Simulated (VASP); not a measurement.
Here is a VASP 6.6.1 calculation.

Contents of INCAR:

```
SYSTEM = Si
PREC = Accurate
ENCUT = 520
EDIFF = 1E-7
ISMEAR = 0
SIGMA = 0.05
LREAL = .False.
LASPH = .True.
NELM = 80
ALGO = Normal
ISIF = 2
LWAVE = .False.
LCHARG = .False.
GGA = PE
NBANDS = 16
```

File KPOINTS:

```
Automatic mesh
0
Gamma
  12 12 6
  0 0 0
```

The input POSCAR:

```
Si
1.0
    3.8850721999      0.0000000000      0.0000000000
   -1.9425361000      3.3645712207      0.0000000000
    0.0000000000      0.0000000000      6.2538007202
Si
4
Direct
    0.3333333333      0.6666666667      0.0817861204
    0.6666666667      0.3333333333      0.5817861204
    0.3333333333      0.6666666667      0.4182138796
    0.6666666667      0.3333333333      0.9182138796
```

Potentials or basis: VASP PAW PBE potentials, release 64 (Si).

Run with:

```bash
$ cat potpaw_PBE.64/Si/POTCAR > POTCAR
$ mpirun -np 1 vasp_std > vasp.out
```

Q: What does it give for the pressure?

A: 3.4 GPa.

Q: What does it give for the largest force?

A: 4.739 eV/Å.

Stress tensor (GPa, compression positive):
```
-6.00  0.00  0.00
 0.00 -6.00  0.00
 0.00  0.00 22.15
```

Caveat: the cell stands under pressure; forces of over 1 eV/Å act on the atoms, so gaps and moduli don't describe the material at rest.
